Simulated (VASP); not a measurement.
Runs of VASP 6.6.1 on Ca. The structure is that of space group P6_3/mmc (No. 194), or close to it. The cells are those of the table. This isn't the form of Ca at room conditions, which is fcc.

```csv
cell,gap on the mesh (eV),pressure (GPa)
"a = 3.852, b = 3.852, c = 6.531 Å, angles 90.0, 90.0, 120.0°, 2 atoms",none,(b)
"a = 3.852, b = 3.852, c = 6.436 Å, angles 90.0, 90.0, 120.0°, 2 atoms",none,(a)
"a = 3.852, b = 3.852, c = 6.626 Å, angles 90.0, 90.0, 120.0°, 2 atoms",none,-0.7
"a = 3.852, b = 3.852, c = 6.151 Å, angles 90.0, 90.0, 120.0°, 2 atoms",none,0.6
"a = 3.852, b = 3.852, c = 6.056 Å, angles 90.0, 90.0, 120.0°, 2 atoms",none,1.0
```

Alike in all rows: task single point; level PBEsol; potentials or basis VASP PAW PBE potentials, release 64 (Ca_sv); no spin polarisation; k mesh 12 × 12 × 8; cutoff (eV) 520; smearing gaussian 0.1 eV.

Problem. Fill in the values left out.

Solution. (a) -0.3; (b) -0.5.

Caveats: the PAW data sets were made with another functional, which shifts forces and pressure a little.

A gap of «none» marks levels without a gap at the run's occupations.
